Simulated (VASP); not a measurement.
# H17O8F in VASP: a series of runs

The runs below take H17O8F through single point, with PBE+D3(BJ).

Program: VASP 6.6.1. These are calculated values, not measurements. Logs are shortened: lines on timing, memory, paths and dates and some standing lists are left out, and cuts for length are marked.

## Step 1: The cell of the first run

The cell holds a disordered packing, 26 atoms: a = 6.495 Å, b = 6.495 Å, c = 6.495 Å, α = 90.00°, β = 90.00°, γ = 90.00°.

## Step 2: Single point, PBE+D3(BJ)

File INCAR:

```
SYSTEM = H17O8F
PREC = Accurate
ENCUT = 520
EDIFF = 1E-6
ISMEAR = -1
SIGMA = 0.05
LREAL = Auto
LASPH = .TRUE.
NELM = 60
ALGO = Normal
ISIF = 2
LWAVE = .FALSE.
LCHARG = .FALSE.
GGA = PE
IVDW = 12
NBANDS = 55
```

File KPOINTS:

```
regular mesh
0
G
  1 1 1
  0 0 0
```

File POSCAR:

```
H17O8F
1.0
    6.4950650000      0.0000000000      0.0000000000
    0.0000000000      6.4950650000      0.0000000000
    0.0000000000      0.0000000000      6.4950650000
O H F
8 17 1
Direct
    1.0743849369      0.5635663384      0.3146234872
    0.4964538461      0.0020323122      0.7956964249
    0.4715118324      0.7948958171      0.2480036766
    0.7352967214      0.6996388797      0.5756986266
    0.5401331626      0.1814146587      0.4114046588
   -0.0298996238      0.3868629490      0.8138332719
    0.3182416188      0.5916491983      0.7457354160
    0.0564120605      0.1830466670      0.1678813068
    1.0872870402      0.4112814883      0.3285725393
    1.0241775871      0.6072148624      0.4483403938
    0.4934515667      0.0798452363      0.9184049736
    0.4819813197      0.1086363262      0.6876451583
    0.3371482810      0.7189766384      0.2637233038
    0.5649981948      0.7232876037      0.1531778358
    0.7125255867      0.8075361832      0.6800701764
    0.6419951148      0.7506160446      0.4632440168
    0.5111419208      0.0454652879      0.3468787456
    0.6944657213      0.1807680139      0.3745305089
    0.1119003428      0.4461695149      0.7947880429
   -0.1192289839      0.4990250290      0.7760661364
    0.3266633975      0.7451195639      0.7565744146
    0.4497876465      0.5498636272      0.6793619463
   -0.0153501158      0.2713290783      0.0652187468
    0.0090684235      0.0429864828      0.1309455718
    0.9530774519      0.6569603230      0.1400293915
    0.8514772369      0.7386377196      0.0591987917
```

Potentials or basis: VASP PAW PBE potentials, release 64 (O, H, F).

On the command line:

```sh
cat potpaw_PBE.64/O/POTCAR potpaw_PBE.64/H/POTCAR potpaw_PBE.64/F/POTCAR > POTCAR
mpirun -np 1 vasp_gam > vasp.out
```

OUTCAR:

```text
SYSTEM = H17O8F
   PREC = Accurate
   ENCUT = 520
   EDIFF = 1E-6
   ISMEAR = -1
   LREAL = Auto
   LASPH = .TRUE.
   NELM = 60
   ISIF = 2
   GGA = PE
   IVDW = 12
 IVDW          = 12

 ion  position               nearest neighbor table
   1  0.074  0.564  0.315-  10 0.97   9 1.00
   2  0.496  0.002  0.796-  11 0.94  12 0.99
   3  0.472  0.795  0.248-  14 0.98  13 1.01
   4  0.735  0.700  0.576-  15 0.99  16 1.01
   5  0.540  0.181  0.411-  17 1.00  18 1.03
   6  0.970  0.387  0.814-  20 0.96  19 1.01
   7  0.318  0.592  0.746-  22 0.99  21 1.00
   8  0.056  0.183  0.168-  24 0.99  23 1.00
   9  0.087  0.411  0.329-   1 1.00
  10  0.024  0.607  0.448-   1 0.97
  11  0.493  0.080  0.918-   2 0.94
  12  0.482  0.109  0.688-   2 0.99
  13  0.337  0.719  0.264-   3 1.01
  14  0.565  0.723  0.153-   3 0.98
[... 10 lines left out ...]
  25  0.953  0.657  0.140-  26 1.00
  26  0.851  0.739  0.059-  25 1.00

  LATTYP: Found a simple cubic cell.
 ALAT       =     6.4950650000

  Lattice vectors:

 A1 = (   6.4950650000,   0.0000000000,   0.0000000000)
 A2 = (   0.0000000000,   6.4950650000,   0.0000000000)
 A3 = (   0.0000000000,   0.0000000000,   6.4950650000)

Analysis of symmetry for initial positions (statically):
=====================================================================
 Subroutine PRICEL returns:
 Original cell was already a primitive cell.

 Routine SETGRP: Setting up the symmetry group for a
 simple cubic supercell.

 Subroutine GETGRP returns: Found  1 space group operations
 (whereof  1 operations were pure point group operations)
 out of a pool of 48 trial point group operations.

The static configuration has the point symmetry C_1 .

Analysis of symmetry for dynamics (positions and initial velocities):
=====================================================================
 Subroutine PRICEL returns:
 Original cell was already a primitive cell.

 Routine SETGRP: Setting up the symmetry group for a
 simple cubic supercell.

 Subroutine GETGRP returns: Found  1 space group operations
 (whereof  1 operations were pure point group operations)
 out of a pool of 48 trial point group operations.

The dynamic configuration has the point symmetry C_1 .

 Subroutine INISYM returns: Found  1 space group operations
 (whereof  1 operations are pure point group operations),
 and found     1 'primitive' translations

----------------------------------------------------------------------------------------

                                     Primitive cell

  volume of cell :     274.0000

  direct lattice vectors                    reciprocal lattice vectors
     6.495065000  0.000000000  0.000000000     0.153963047  0.000000000  0.000000000
     0.000000000  6.495065000  0.000000000     0.000000000  0.153963047  0.000000000
     0.000000000  0.000000000  6.495065000     0.000000000  0.000000000  0.153963047

  length of vectors
     6.495065000  6.495065000  6.495065000     0.153963047  0.153963047  0.153963047

  position of ions in fractional coordinates (direct lattice)
     0.074384937  0.563566338  0.314623487
     0.496453846  0.002032312  0.795696425
     0.471511832  0.794895817  0.248003677
     0.735296721  0.699638880  0.575698627
     0.540133163  0.181414659  0.411404659
     0.970100376  0.386862949  0.813833272
[... 18 lines left out ...]
     0.953077452  0.656960323  0.140029392
     0.851477237  0.738637720  0.059198792

  ion indices of the primitive-cell ions
   primitive index   ion index
                 1           1
                 2           2
                 3           3
                 4           4
                 5           5
                 6           6
[... 18 lines left out ...]
                25          25
                26          26

----------------------------------------------------------------------------------------

 KPOINTS: regular mesh

Automatic generation of k-mesh.
 Grid dimensions read from file:
 generate k-points for:    1    1    1

 Generating k-lattice:

  Cartesian coordinates                     Fractional coordinates (reciprocal lattice)
     0.153963047  0.000000000  0.000000000     1.000000000  0.000000000  0.000000000
     0.000000000  0.153963047  0.000000000     0.000000000  1.000000000  0.000000000
     0.000000000  0.000000000  0.153963047     0.000000000  0.000000000  1.000000000

  Length of vectors
     0.153963047  0.153963047  0.153963047

  Shift w.r.t. Gamma in fractional coordinates (k-lattice)
     0.000000000  0.000000000  0.000000000

 Subroutine IBZKPT returns following result:
 ===========================================

 Found      1 irreducible k-points:

 Following reciprocal coordinates:
            Coordinates               Weight
  0.000000  0.000000  0.000000      1.000000
   k-points           NKPTS =      1   k-points in BZ     NKDIM =      1   number of bands    NBANDS=     55
   number of dos      NEDOS =    301   number of ions     NIONS =     26
   total plane-waves  NPLWV = 110592
   dimension x,y,z NGX =    48 NGY =   48 NGZ =   48
   dimension x,y,z NGXF=    96 NGYF=   96 NGZF=   96
   ions per type =               8  17   1
   NGX,Y,Z   is equivalent  to a cutoff of  12.29, 12.29, 12.29 a.u.
   NGXF,Y,Z  is equivalent  to a cutoff of  24.57, 24.57, 24.57 a.u.
 SYSTEM =  H17O8F
   PREC   = accura    normal or accurate (medium, high low for compatibility)
   ISTART =      0    job   : 0-new  1-cont  2-samecut
   ICHARG =      2    charge: 1-file 2-atom 10-const
   ISPIN  =      1    spin polarized calculation?
   LNONCOLLINEAR =      F non collinear calculations
   LSORBIT =      F    spin-orbit coupling
   LASPH  =      T    aspherical Exc in radial PAW
   ENCUT  =  520.0 eV  38.22 Ry    6.18 a.u.  12.08 12.08 12.08*2*pi/ulx,y,z
   NELM   =     60;   NELMIN=  2; NELMDL= -5     # of ELM steps
   EDIFF  = 0.1E-05   stopping-criterion for ELM
   LREAL  =      T    real-space projection
   EDIFFG = 0.1E-04   stopping-criterion for IOM
   NSW    =      0    number of steps for IOM
   IBRION =     -1    ionic relax: 0-MD 1-quasi-New 2-CG
   NFREE  =      0    steps in history (QN), initial steepest desc. (CG)
   ISIF   =      2    stress and relaxation
   ISYM   =      2    0-nonsym 1-usesym 2-fastsym
   POTIM  = 0.5000    time-step for ionic-motion
   TEBEG  =    0.0;   TEEND  =   0.0 temperature during run
   PSTRESS=    0.0 pullay stress
   NELECT =      72.0000    total number of electrons
   NUPDOWN=      -1.0000    fix difference up-down
   EMIN   =  10.00;   EMAX   =-10.00  energy-range for DOS
   EFERMI =   0.00;   METHOD = LEGACY
   ISMEAR =    -1;   SIGMA  =   0.05  broadening in eV -4-tet -1-fermi 0-gaus
   EFERMI_NEDOS =   21; number of points for ismear=-14 and -15
   IALGO  =     38    algorithm
   IMIX   =      4    mixing-type and parameters
     AMIX     =   0.40;   BMIX     =  1.00
     AMIX_MAG =   1.60;   BMIX_MAG =  1.00
  volume/ion in A,a.u.               =      10.54        71.12
  Fermi-wavevector in a.u.,A,eV,Ry     =   1.048581  1.981532 14.959919  1.099523
  Thomas-Fermi vector in A             =   2.183509
   LORBIT       =      0    0 simple, 1 ext, 2 COOP (PROOUT), +10 PAW based schemes
   GGA     = PE    functional components
   LHFCALC =     F    Hartree Fock is set to
   AEXX    =    0.0000 exact exchange contribution
   IVDW    =    12    specifies the selected vdW correction
   LEPSILON=     F    determine dielectric tensor
   LRPA    =     F    only Hartree local field effects (RPA)
 non-spin polarized calculation
  energy-cutoff  :      520.00
  volume of cell :      274.00
 maximum number of plane-waves:      3625
   NGX = 25   NGY = 25   NGZ = 25

 number of electron      72.0000011 magnetization

 Free energy of the ion-electron system (eV)
  ---------------------------------------------------
  ext. energy  EPLUGINS =         0.00000000
  ---------------------------------------------------
  free energy    TOTEN  =      -124.94851717 eV

  energy without entropy =     -124.94851717  energy(sigma->0) =     -124.94851717

 E-fermi :  -2.5164     XC(G=0):  -6.6728

 val. band max:       -3.7134352352   @ k =   0.0000   0.0000   0.0000
 cond. band min:       0.7934625163   @ k =   0.0000   0.0000   0.0000
 fundamental gap:      4.5068977515
 Fermi energy:        -2.5163733950

 k-point     1 :       0.0000    0.0000    0.0000
  band No.  band energies     occupation
      1     -26.2611      2.00000
      2     -23.0395      2.00000
      3     -22.6682      2.00000
      4     -22.4655      2.00000
      5     -22.1625      2.00000
      6     -21.9254      2.00000
[... 40 lines left out ...]
     47       6.5992      0.00000
     48       6.8540      0.00000
 [bands above 48 left out]

------------------------ aborting loop because EDIFF is reached ----------------------------------------

 Edisp (eV)   -0.82982

 E8    (eV) :    -0.1697

  FORCE on cell =-STRESS in cart. coord.  units (eV):
  Direction    XX          YY          ZZ          XY          YZ          ZX
  --------------------------------------------------------------------------------------
  -------------------------------------------------------------------------------------
  Total      -5.39903    -2.19501     0.99256    -0.42006     0.57603     1.32482
  in kB     -31.57008   -12.83500     5.80383    -2.45622     3.36824     7.74669
  external pressure =      -12.87 kB  Pullay stress =        0.00 kB

 VOLUME and BASIS-vectors are now :
 -----------------------------------------------------------------------------
  energy-cutoff  :      520.00
  volume of cell :      274.00
      direct lattice vectors                 reciprocal lattice vectors
     6.495065000  0.000000000  0.000000000     0.153963047  0.000000000  0.000000000
     0.000000000  6.495065000  0.000000000     0.000000000  0.153963047  0.000000000
     0.000000000  0.000000000  6.495065000     0.000000000  0.000000000  0.153963047

 POSITION                                       TOTAL-FORCE (eV/Angst)
 -----------------------------------------------------------------------------------
      0.48314      3.66040      2.04350         0.614557     -0.330284     -0.115763
      3.22450      0.01320      5.16810        -0.195154     -0.345222     -1.267468
      3.06250      5.16290      1.61080        -0.714756     -0.354509      0.230872
      4.77580      4.54420      3.73920        -0.400055      0.606234     -0.074741
      3.50820      1.17830      2.67210         2.430681     -0.495458     -0.864725
      6.30086      2.51270      5.28590         0.756604     -0.418746      0.192280
[... 18 lines left out ...]
      6.19030      4.26700      0.90950        -0.206983     -0.156864      0.486080
      5.53040      4.79750      0.38450         0.075290      0.260542     -0.183838
 -----------------------------------------------------------------------------------
    total drift:                               -0.001316     -0.006250     -0.010560

  FREE ENERGIE OF THE ION-ELECTRON SYSTEM (eV)
  ---------------------------------------------------
  free  energy   TOTEN  =      -125.7783368801 eV

  energy  without entropy=     -125.7783368800  energy(sigma->0) =     -125.77833688
```

It took 40 s on 1 thread of Intel Xeon 8259CL, shared host; peak memory 0.3 GiB.

Results:

```yaml
Free_energy: -125.7783 eV
Pressure: -1.3 GPa
Largest_force: 2.627 eV/Å
Dispersion_energy_per_atom: -0.032 eV
```

Forces on the atoms (eV/Å):
```
O    0.615 -0.330 -0.116
O   -0.195 -0.345 -1.267
O   -0.715 -0.355  0.231
O   -0.400  0.606 -0.075
O    2.431 -0.495 -0.865
O    0.757 -0.419  0.192
O    0.694  0.566 -0.324
O   -0.688 -0.668 -0.098
H    0.054  0.212 -0.496
H   -0.470  0.410  0.315
H   -0.100  0.505  1.555
H    0.305 -0.406 -0.355
H    0.988  0.160 -0.248
H   -0.300  0.065 -0.009
H    0.086 -0.101  0.059
H    0.359 -0.571  0.203
H   -0.661  0.236  0.101
H   -1.783  0.585  0.822
H   -0.523 -0.144  0.070
H   -0.515  0.368 -0.212
H    0.217 -0.806  0.089
H   -0.621  0.403  0.294
H    0.345 -0.167 -0.420
H    0.253  0.589  0.249
H   -0.207 -0.157  0.486
F    0.075  0.261 -0.184
```

Stress tensor (GPa, compression positive):
```
-3.16 -0.25  0.77
-0.25 -1.28  0.34
 0.77  0.34  0.58
```

Caveat: the k points lie up to 0.97 Å⁻¹ apart.

## Step 3: Single point, PBE+D3(BJ)

File INCAR:

```
  ALGO = Normal
  EDIFF = 1E-6
  ENCUT = 520
  GGA = PE
  ISIF = 2
  ISMEAR = -1
  IVDW = 12
  LASPH = True
  LCHARG = True
  LELF = True
  LREAL = Auto
  LVHAR = True
  LWAVE = False
  NBANDS = 55
  NELM = 100
  PREC = Accurate
  SIGMA = 0.05
```

File KPOINTS:

```
k-points
0
Gamma
  1 1 1
```

File POSCAR:

```
H17O8F
1.0
    6.4950650000      0.0000000000      0.0000000000
    0.0000000000      6.4950650000      0.0000000000
    0.0000000000      0.0000000000      6.4950650000
O H F
8 17 1
Direct
    1.1113360682      0.5478467113      0.3132840087
    0.4908957801     -0.0006312485      0.7774979927
    0.4794717220      0.8004538831      0.2301901521
    0.7042577711      0.7014094547      0.5893705452
    0.5588242766      0.1632008302      0.4118203590
   -0.0641564018      0.4137295008      0.8246568741
    0.3338226792      0.5840742163      0.7355584586
    0.0806920331      0.1600753803      0.1486667185
    1.1048388276      0.4070782971      0.2783190007
    1.1313358681      0.5752213411      0.4593641480
    0.5314034579      0.0989674468      0.8864884339
    0.4825047940      0.0806150516      0.6526493576
    0.3672018679      0.6935573393      0.2250169937
    0.5751443596      0.7492919624      0.1217385815
    0.6694929150      0.8015008318      0.6831802299
    0.6326495578      0.7301697520      0.4591024108
    0.4595950926      0.0773510350      0.3343615499
    0.6806398396      0.1237401011      0.3450773780
    0.0535483479      0.4812730896      0.7577137411
   -0.1660183539      0.5045984913      0.7437646890
    0.3595345081      0.7218711437      0.7960043510
    0.4540062340      0.5584701616      0.6600549802
    0.0309619688      0.2325611830      0.0264970404
   -0.0158274013      0.0464968403      0.1512532977
    0.9534315669      0.6495239078      0.2061565204
    0.8833629841      0.7468593463      0.1077279442
```

Potentials or basis: VASP PAW PBE potentials, release 64 (O, H, F).

On the command line:

```sh
cat potpaw_PBE.64/O/POTCAR potpaw_PBE.64/H/POTCAR potpaw_PBE.64/F/POTCAR > POTCAR
mpirun -np 1 vasp_gam > vasp.out
```

Wall time 49 s (1 thread of Intel Xeon 8259CL, shared host); peak memory 0.3 GiB.

It converged, with:

* Free energy: -125.2296 eV
* Pressure: 1.7 GPa
* Largest force: 4.088 eV/Å
* Dispersion energy per atom: -0.032 eV

Forces on the atoms (eV/Å):
```
O    0.305  2.477  0.248
O    0.165  0.215  2.057
O   -0.394 -1.671 -0.836
O    1.503 -3.106 -2.191
O   -2.156  0.611  0.151
O   -0.937  1.334 -1.724
O   -2.340  0.712  1.363
O   -0.078  0.339  0.093
H   -0.033 -2.635 -0.110
H    0.071 -0.349  0.208
H   -0.429 -0.757 -0.729
H    0.370  0.419 -0.816
H    0.339  0.852  0.214
H   -0.067  0.517  0.662
H   -0.950  2.842  2.072
H   -0.055  0.216 -0.151
H    0.048  0.221  0.148
H    1.959 -0.316 -0.476
H    0.865 -0.534  0.780
H    0.194 -1.191  1.060
H   -0.273 -0.312 -0.354
H    1.975 -0.403 -1.133
H    0.052  0.513 -0.578
H    0.055 -0.789  0.263
H    0.459  0.292 -0.116
F   -0.648  0.504 -0.106
```

Stress tensor (GPa, compression positive):
```
 1.94 -1.09 -2.18
-1.09  1.63  0.54
-2.18  0.54  1.50
```

Levels at points of the mesh, in eV from the Fermi level:
```tsv
k point	band 34	band 35	band 36	band 37	band 38	band 39
(0.00, 0.00, 0.00)	-1.96	-1.86	-1.25	3.12	6.12	6.36
```

Caveat: the k points lie up to 0.97 Å⁻¹ apart.

(Part 1 of 3 ends here.)
